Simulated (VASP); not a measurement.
## WSe2: single point with PBEsol

The system is WSe2.

```
W Se
1.0
     3.20695    0.12181    0.03016
    -1.49798    2.75138    0.04959
     0.12188    0.30178   13.06916
W Se
2 4
Direct
  0.34217 0.66332 0.25211
  0.57465 0.31322 0.72645
  0.39184 0.74389 0.61559
  0.68209 0.29439 0.12769
  0.30507 0.66033 0.88643
  0.70418 0.32485 0.39173
```

This cell differs from its parent crystal: atoms moved at random and the cell strained at random.

```json
{
 "Program": "VASP 6.6.1",
 "Task": "single point",
 "Functional": "PBEsol",
 "Potentials or basis": "VASP PAW PBE potentials, release 64 (W_sv, Se)",
 "Cutoff": "520 eV",
 "k mesh": "12 × 12 × 2",
 "Occupations": "gaussian, width 0.05 eV",
 "Spin": "no spin polarisation"
}
```

- Pressure: 8.0 GPa
- Largest force: 11.098 eV/Å
- Band gap on the k mesh: zero (bands 26 and 27 overlap by 0.37 eV)

Forces on the atoms (eV/Å):
```
W    0.915 -1.508  2.818
W    4.463  2.270  9.904
Se  -3.746 -2.007 -7.013
Se  -0.138  1.912 -1.317
Se  -0.678 -0.336 -2.726
Se  -0.816 -0.331 -1.667
```

Stress tensor (GPa, compression positive):
```
  4.81 -10.70   2.94
-10.70  12.79  -3.04
  2.94  -3.04   6.29
```

Levels at points of the mesh, in eV from the Fermi level:
| k point | band 22 | band 23 | band 24 | band 25 | band 26 | band 27 | band 28 | band 29 | band 30 | band 31 |
| --- | --- | --- | --- | --- | --- | --- | --- | --- | --- | --- |
| (0.00, 0.00, 0.00) | -1.34 | -1.05 | -0.98 | -0.41 | 0.24 | 0.81 | 1.65 | 1.94 | 2.12 | 2.29 |
| (0.50, 0.00, 0.00) | -2.94 | -1.88 | -1.01 | -0.70 | -0.36 | 0.99 | 1.75 | 1.78 | 2.15 | 2.66 |
| (0.00, 0.50, 0.00) | -3.05 | -2.15 | -1.82 | -1.08 | -0.22 | 1.39 | 1.55 | 1.65 | 2.15 | 2.31 |
| (0.50, 0.50, 0.00) | -2.72 | -2.17 | -1.87 | -1.34 | -0.73 | 1.10 | 1.77 | 1.89 | 2.19 | 2.41 |
| (0.00, 0.00, 0.50) | -1.34 | -1.00 | -0.92 | -0.43 | 0.24 | 0.81 | 1.67 | 1.93 | 2.13 | 2.29 |
| (0.50, 0.00, 0.50) | -2.98 | -1.88 | -1.01 | -0.66 | -0.41 | 1.01 | 1.77 | 1.78 | 2.41 | 2.55 |
| (0.00, 0.50, 0.50) | -3.04 | -2.19 | -1.78 | -1.04 | -0.25 | 1.44 | 1.55 | 1.63 | 2.13 | 2.36 |
| (0.50, 0.50, 0.50) | -2.74 | -2.20 | -1.83 | -1.34 | -0.75 | 1.25 | 1.81 | 1.96 | 2.14 | 2.28 |

It took 14 min on 1 thread of Intel Xeon 8259CL, with other jobs on the host, peak memory 0.58 GiB.

Caveat: the cell differs from its parent crystal (atoms moved at random and the cell strained at random); the stress differs along the axes, from 5 to 13 GPa; the PAW data sets were made with another functional, which shifts forces and pressure a little; spin-orbit coupling is left out, which moves the levels of the heavy elements.
